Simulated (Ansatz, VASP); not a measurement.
Two plane-wave programs on TaN

File INCAR:

```
ALGO     = Normal         # electronic algorithm
EDIFF    = 1E-7           # SCF threshold, eV
ENCUT    = 520            # plane-wave cutoff, eV
GGA      = RP             # functional
ISIF     = 2              # what is computed and relaxed
ISMEAR   = -1             # smearing method
LASPH    = True           # aspherical terms in the spheres
LCHARG   = False          # write CHGCAR
LREAL    = False          # projectors in reciprocal space
LWAVE    = False          # write WAVECAR
NBANDS   = 15             # bands
NELM     = 80             # most SCF steps
PREC     = Accurate       # precision mode
SIGMA    = 0.15           # smearing width, eV
```

The input KPOINTS:

```
k-points
0
Gamma
  9 9 8
```

POSCAR

```
TaN
1.0
    2.9622820929      0.0000000000      0.0000000000
   -1.4811410464      2.5654290528      0.0000000000
    0.0000000000      0.0000000000      2.9068275268
Ta N
1 1
Direct
    0.3333333333      0.6666666667      0.5000000000
    0.0000000000      0.0000000000      0.0000000000
```

Input for Ansatz:

```yaml
crystal:
  lattice:
    - [2.9622820928953955, 0.0, 0.0]
    - [-1.4811410464476977, 2.565429052812472, 0.0]
    - [0.0, 0.0, 2.9068275268268975]
  atoms:
    - { symbol: Ta, position: [0.3333333333333333, 0.6666666666666666, 0.5] }
    - { symbol: "N", position: [0.0, 0.0, 0.0] }
accuracy: medium
kpoints:
  mp_grid:
    grid: [9, 9, 8]
hamiltonian:
  xc: rpbe
  pseudopotentials:
    kind: nc
scf:
  convergence:
    dr2_threshold: 1.0e-07
  occupations:
    method: fermi_dirac
    width: 0.15
output:
  stress: true
```

Alike in both runs: task single point; functional RPBE; k mesh 9 × 9 × 8; occupations fermi-dirac, width 0.15 eV; no spin polarisation.

|  | VASP | Ansatz |
| --- | --- | --- |
| version | VASP 6.6.1 | Ansatz 0.2.0 |
| potentials or method | VASP PAW PBE potentials, release 64 (Ta_pv, N) | plane waves, norm-conserving potentials |
| plane-wave cutoff (eV) | 520 | 1240 |
| valence electrons in the cell | 16 | 18 |

|  | VASP | Ansatz | Ansatz less VASP |
| --- | --- | --- | --- |
| pressure (GPa) | 1.5 | 0.4 | -1.09 |
| traceless stress, the component that is largest in VASP (GPa) | 0.79 | 0.68 | -0.117 |

VASP's potentials were made for PBE, not for RPBE. With one functional, cell and mesh, what is left measures potentials, basis and numerics. VASP's potentials hold 16 valence electrons a cell and Ansatz's 18, so a difference there can come from the potentials and not from the codes. Ansatz's warnings: near symmetry operations not taken, stress scf threshold loose.

Spin-orbit coupling is off throughout.
